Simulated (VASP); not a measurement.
# Sc (Fd-3m) in VASP: a series of runs, part 2 of 2

VASP 6.6.1.

## Step 3: Single point, PBE, collinear spin (31.40 Å³/atom)

This run uses another cell than the first one, of 31.40 Å³/atom.

Input file INCAR:

```
ALGO     = Normal         # electronic algorithm
EDIFF    = 1E-7           # SCF threshold, eV
ENCUT    = 520            # plane-wave cutoff, eV
GGA      = PE             # functional
ISIF     = 2              # what is computed and relaxed
ISMEAR   = -1             # smearing method
ISPIN    = 2              # spin polarisation
LASPH    = T              # aspherical terms in the spheres
LCHARG   = T              # write CHGCAR
LELF     = T              # ELF
LMAXMIX  = 4              # l up to which the mixer works
LORBIT   = 11             # projections on sites
LREAL    = F              # projectors in reciprocal space
LVHAR    = T            
LWAVE    = F              # write WAVECAR
MAGMOM   = 1 1            # initial moments
NBANDS   = 22             # bands
NELM     = 150            # most SCF steps
PREC     = Accurate       # precision mode
SIGMA    = 0.05           # smearing width, eV
```

Input file KPOINTS:

```
k-points
0
Gamma
  14 14 14
```

Input file POSCAR:

```
Sc
1.0
    0.0000000000      3.1547671438      3.1547671438
    3.1547671438      0.0000000000      3.1547671438
    3.1547671438      3.1547671438      0.0000000000
Sc
2
Direct
    0.1250000000      0.1250000000      0.1250000000
    0.8750000000      0.8750000000      0.8750000000
```

Potentials or basis: VASP PAW PBE potentials, release 64 (Sc_sv).

The run is started by

```sh
cat potpaw_PBE.64/Sc_sv/POTCAR > POTCAR
mpirun -np 1 vasp_std > vasp.out
```

OUTCAR:

```text
EDIFF = 1E-7
   ENCUT = 520
   GGA = PE
   ISIF = 2
   ISMEAR = -1
   ISPIN = 2
   LASPH = T
   LORBIT = 11
   LREAL = F
   NELM = 150
   PREC = Accurate

 ion  position               nearest neighbor table
   1  0.125  0.125  0.125-   2 2.73   2 2.73   2 2.73   2 2.73
   2  0.875  0.875  0.875-   1 2.73   1 2.73   1 2.73   1 2.73

  LATTYP: Found a face centered cubic cell.
 ALAT       =     6.3095342876

  Lattice vectors:

 A1 = (   0.0000000000,   3.1547671438,   3.1547671438)
 A2 = (   3.1547671438,   0.0000000000,   3.1547671438)
 A3 = (   3.1547671438,   3.1547671438,   0.0000000000)

Analysis of symmetry for initial positions (statically):
=====================================================================
 Subroutine PRICEL returns:
 Original cell was already a primitive cell.

 Routine SETGRP: Setting up the symmetry group for a
 face centered cubic supercell.

 Subroutine GETGRP returns: Found 48 space group operations
 (whereof 12 operations were pure point group operations)
 out of a pool of 48 trial point group operations.

The static configuration has the point symmetry D_3d.
 The point group associated with its full space group is O_h .

Analysis of symmetry for dynamics (positions and initial velocities):
=====================================================================
 Subroutine PRICEL returns:
 Original cell was already a primitive cell.

 Routine SETGRP: Setting up the symmetry group for a
 face centered cubic supercell.

 Subroutine GETGRP returns: Found 48 space group operations
 (whereof 12 operations were pure point group operations)
 out of a pool of 48 trial point group operations.

The dynamic configuration has the point symmetry D_3d.
 The point group associated with its full space group is O_h .

Analysis of structural, dynamic, and magnetic symmetry:
=====================================================================
 Subroutine PRICEL returns:
 Original cell was already a primitive cell.

 Routine SETGRP: Setting up the symmetry group for a
 face centered cubic supercell.

 Subroutine GETGRP returns: Found 48 space group operations
 (whereof 12 operations were pure point group operations)
 out of a pool of 48 trial point group operations.

The overall configuration has the point symmetry D_3d.
 The point group associated with its full space group is O_h .

 Subroutine INISYM returns: Found 48 space group operations
 (whereof 12 operations are pure point group operations),
 and found     1 'primitive' translations

----------------------------------------------------------------------------------------

                                     Primitive cell

  volume of cell :      62.7960

  direct lattice vectors                    reciprocal lattice vectors
     0.000000000  3.154767144  3.154767144    -0.158490303  0.158490303  0.158490303
     3.154767144  0.000000000  3.154767144     0.158490303 -0.158490303  0.158490303
     3.154767144  3.154767144  0.000000000     0.158490303  0.158490303 -0.158490303

  length of vectors
     4.461514481  4.461514481  4.461514481     0.274513257  0.274513257  0.274513257

  position of ions in fractional coordinates (direct lattice)
     0.125000000  0.125000000  0.125000000
     0.875000000  0.875000000  0.875000000

  ion indices of the primitive-cell ions
   primitive index   ion index
[... 62 lines left out ...]
   NGX,Y,Z   is equivalent  to a cutoff of  13.41, 13.41, 13.41 a.u.
   NGXF,Y,Z  is equivalent  to a cutoff of  26.83, 26.83, 26.83 a.u.
 SYSTEM =  unknown system
   PREC   = accura    normal or accurate (medium, high low for compatibility)
   ISTART =      0    job   : 0-new  1-cont  2-samecut
   ICHARG =      2    charge: 1-file 2-atom 10-const
   ISPIN  =      2    spin polarized calculation?
   LNONCOLLINEAR =      F non collinear calculations
   LSORBIT =      F    spin-orbit coupling
   LASPH  =      T    aspherical Exc in radial PAW
   ENCUT  =  520.0 eV  38.22 Ry    6.18 a.u.   8.30  8.30  8.30*2*pi/ulx,y,z
   NELM   =    150;   NELMIN=  2; NELMDL= -5     # of ELM steps
   EDIFF  = 0.1E-06   stopping-criterion for ELM
   LREAL  =      F    real-space projection
   EDIFFG = 0.1E-05   stopping-criterion for IOM
   NSW    =      0    number of steps for IOM
   IBRION =     -1    ionic relax: 0-MD 1-quasi-New 2-CG
   NFREE  =      0    steps in history (QN), initial steepest desc. (CG)
   ISIF   =      2    stress and relaxation
   ISYM   =      2    0-nonsym 1-usesym 2-fastsym
   POTIM  = 0.5000    time-step for ionic-motion
   TEBEG  =    0.0;   TEEND  =   0.0 temperature during run
   PSTRESS=    0.0 pullay stress
   NELECT =      22.0000    total number of electrons
   NUPDOWN=      -1.0000    fix difference up-down
   EMIN   =  10.00;   EMAX   =-10.00  energy-range for DOS
   EFERMI =   0.00;   METHOD = LEGACY
   ISMEAR =    -1;   SIGMA  =   0.05  broadening in eV -4-tet -1-fermi 0-gaus
   EFERMI_NEDOS =   21; number of points for ismear=-14 and -15
   IALGO  =     38    algorithm
   IMIX   =      4    mixing-type and parameters
     AMIX     =   0.40;   BMIX     =  1.00
     AMIX_MAG =   1.60;   BMIX_MAG =  1.00
  volume/ion in A,a.u.               =      31.40       211.88
  Fermi-wavevector in a.u.,A,eV,Ry     =   1.154087  2.180908 18.121817  1.331916
  Thomas-Fermi vector in A             =   2.290726
   LORBIT       =     11    0 simple, 1 ext, 2 COOP (PROOUT), +10 PAW based schemes
   GGA     = PE    functional components
   LHFCALC =     F    Hartree Fock is set to
   AEXX    =    0.0000 exact exchange contribution
   IVDW    =     0    specifies the selected vdW correction
   LEPSILON=     F    determine dielectric tensor
   LRPA    =     F    only Hartree local field effects (RPA)
 spin polarized calculation
  energy-cutoff  :      520.00
  volume of cell :       62.80
 maximum number of plane-waves:      1716
 NGX is ok and might be reduce to    36
   NGX = 17   NGY = 17   NGZ = 17

 number of electron      22.0000000 magnetization       0.0001341

 Free energy of the ion-electron system (eV)
  ---------------------------------------------------
  ext. energy  EPLUGINS =         0.00000000
  ---------------------------------------------------
  free energy    TOTEN  =        -8.52211281 eV

  energy without entropy =       -8.48492505  energy(sigma->0) =       -8.50351893

 E-fermi :   2.1800     XC(G=0):  -8.7386

 val. band max:        2.1794021158   @ k =   0.2857   0.1429   0.0714
 cond. band min:       2.1840094090   @ k =   0.0714   0.0714   0.0000
 fundamental gap:      0.0046072931
 Fermi energy:         2.1799534351

 spin component 1

 k-point     1 :       0.0000    0.0000    0.0000
  band No.  band energies     occupation
      1     -47.6655      1.00000
      2     -47.3694      1.00000
      3     -26.4632      1.00000
      4     -26.4632      1.00000
      5     -26.4632      1.00000
      6     -25.9661      1.00000
[... 589 lines left out ...]
     21       9.0900      0.00000
     22       9.8005      0.00000

 [... further k-points ...]

 spin component 2

 k-point     1 :       0.0000    0.0000    0.0000
  band No.  band energies     occupation
      1     -47.6655      1.00000
      2     -47.3694      1.00000
      3     -26.4632      1.00000
      4     -26.4632      1.00000
      5     -26.4632      1.00000
      6     -25.9660      1.00000
[... 589 lines left out ...]
     21       9.0900      0.00000
     22       9.8006      0.00000

 [... further k-points ...]
[... 5 lines left out ...]
  --------------------------------------------------------------------------------------
  -------------------------------------------------------------------------------------
  Total        0.4307264      0.4307264      0.4307264      0.0000000      0.0000000     -0.0000000
  in kB       10.9895574     10.9895574     10.9895574      0.0000000      0.0000000     -0.0000000
  external PRESSURE =      10.9895574 kB  Pullay stress =       0.0000000 kB

 VOLUME and BASIS-vectors are now :
 -----------------------------------------------------------------------------
  energy-cutoff  :      520.00
  volume of cell :       62.80
      direct lattice vectors                 reciprocal lattice vectors
     0.000000000  3.154767144  3.154767144    -0.158490303  0.158490303  0.158490303
     3.154767144  0.000000000  3.154767144     0.158490303 -0.158490303  0.158490303
     3.154767144  3.154767144  0.000000000     0.158490303  0.158490303 -0.158490303

 POSITION                                       TOTAL-FORCE (eV/Angst)
 -----------------------------------------------------------------------------------
      0.78869      0.78869      0.78869         0.000000     -0.000000      0.000000
      5.52084      5.52084      5.52084        -0.000000      0.000000     -0.000000
 -----------------------------------------------------------------------------------
    total drift:                                0.000000      0.000000      0.000000

  FREE ENERGIE OF THE ION-ELECTRON SYSTEM (eV)
  ---------------------------------------------------
  free  energy   TOTEN  =        -8.5221128084 eV

  energy  without entropy=       -8.4849250467  energy(sigma->0) =       -8.50351893

 total charge

# of ion       s       p       d       tot
------------------------------------------
    1        2.311   6.012   1.219   9.542
    2        2.311   6.012   1.219   9.542
--------------------------------------------------
tot          4.622  12.024   2.437  19.084

 magnetization (x)

# of ion       s       p       d       tot
------------------------------------------
    1        0.000   0.000   0.000   0.000
    2        0.000   0.000   0.000   0.000
--------------------------------------------------
tot          0.000   0.000   0.000   0.000
```

It took 9.6 min on 1 thread of Intel Xeon 8259CL, shared host; peak memory 0.37 GiB.

What came out:

```
Free energy                                           : -8.5221 eV
Pressure                                              : 1.1 GPa
Band gap on the k mesh                                : zero (filled and empty bands overlap)
Net moment                                            : 0.00 μB per cell
Valence electrons inside the program's atomic spheres : Sc 9.54
```

Levels at points of the mesh, in eV from the Fermi level:
Spin up:
```
           k point  band 9  band 10  band 11  band 12  band 13  band 14
(0.00, 0.00, 0.00)   -4.18    -0.04    -0.04     0.28     0.28     0.28
(0.50, 0.00, 0.00)   -1.77    -1.03    -0.08    -0.08     0.38     0.38
(0.50, 0.50, 0.00)   -1.15    -1.15    -0.03    -0.03     0.50     0.50
```
Spin down:
| k point | band 8 | band 9 | band 10 | band 11 | band 12 | band 13 | band 14 | band 15 |
| --- | --- | --- | --- | --- | --- | --- | --- | --- |
| (0.00, 0.00, 0.00) | -28.15 | -4.18 | -0.04 | -0.04 | 0.28 | 0.28 | 0.28 | 1.74 |
| (0.50, 0.00, 0.00) | -28.09 | -1.77 | -1.03 | -0.08 | -0.08 | 0.38 | 0.38 | 0.54 |
| (0.50, 0.50, 0.00) | -28.03 | -1.15 | -1.15 | -0.03 | -0.03 | 0.50 | 0.50 | 1.77 |
